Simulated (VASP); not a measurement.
Write the native input for VASP 6.6.1 that does the following.

```
Task                   : single point
Functional             : r2SCAN
Potentials or basis    : VASP PAW PBE potentials, release 64 (Ti_sv, O)
Cutoff                 : 520 eV
k mesh                 : 18 × 18 × 8
Occupations            : gaussian, width 0.1 eV
Spin                   : no spin polarisation
Dipole correction      : no
Further INCAR settings : ALGO = Normal; EDIFF = 1e-07; NBANDS = 26
```

Crystal: TiO.

```
Ti O
1.0
     2.85161    0.00000    0.00000
    -1.42580    2.46956    0.00000
     0.00000    0.00000    5.56750
Ti O
2 2
Direct
  0.33333 0.66667 0.25000
  0.66667 0.33333 0.75000
  0.00000 0.00000 0.00000
  0.00000 0.00000 0.50000
```

One way to write it, as run:

POSCAR

```
TiO
1.0
    2.8516080131      0.0000000000      0.0000000000
   -1.4258040066      2.4695649810      0.0000000000
    0.0000000000      0.0000000000      5.5675030000
Ti O
2 2
Direct
    0.3333333300      0.6666666700      0.2500000000
    0.6666666700      0.3333333300      0.7500000000
    0.0000000000      0.0000000000      0.0000000000
    0.0000000000      0.0000000000      0.5000000000
```

INCAR.step1

```
SYSTEM = TiO
PREC = Accurate ; ENCUT = 520
ISMEAR = 0 ; SIGMA = 0.1
LREAL = .FALSE. ; LASPH = .TRUE.
NELM = 80 ; NBANDS = 26
GGA = PE ; ALGO = Normal
EDIFF = 1E-4 ; LWAVE = .TRUE.
LCHARG = .FALSE.
```

INCAR.step2

```
SYSTEM = TiO
PREC = Accurate ; ENCUT = 520
EDIFF = 1E-7 ; ISMEAR = 0
SIGMA = 0.1 ; LREAL = .FALSE.
LASPH = .TRUE. ; NELM = 80
ALGO = Normal ; ISIF = 2
LWAVE = .FALSE. ; LCHARG = .FALSE.
METAGGA = R2SCAN ; LMIXTAU = .TRUE.
NBANDS = 26 ; ISTART = 1
```

KPOINTS

```
regular mesh
0
G
  18 18 8
  0 0 0
```

Potentials or basis: VASP PAW PBE potentials, release 64 (Ti_sv, O).

Launch:

```bash
$ cat potpaw_PBE.64/Ti_sv/POTCAR potpaw_PBE.64/O/POTCAR > POTCAR
$ cp INCAR.step1 INCAR
$ mpirun -np 1 vasp_std > vasp.out
$ cp INCAR.step2 INCAR
$ mpirun -np 1 vasp_std > vasp.out
```

It gave:

The pressure is -3.6 GPa. The band gap on the k mesh is zero (bands 18 and 19 overlap by 0.04 eV).

Caveat: the cell stands under tension; the PAW data sets were made with another functional, which shifts forces and pressure a little; semilocal functionals often make such compounds metallic where correlation or magnetic order opens a gap, which also shifts bond lengths.

Run time: 18 min on 1 thread of Intel Xeon 8259CL (shared host), peak memory 0.29 GiB.
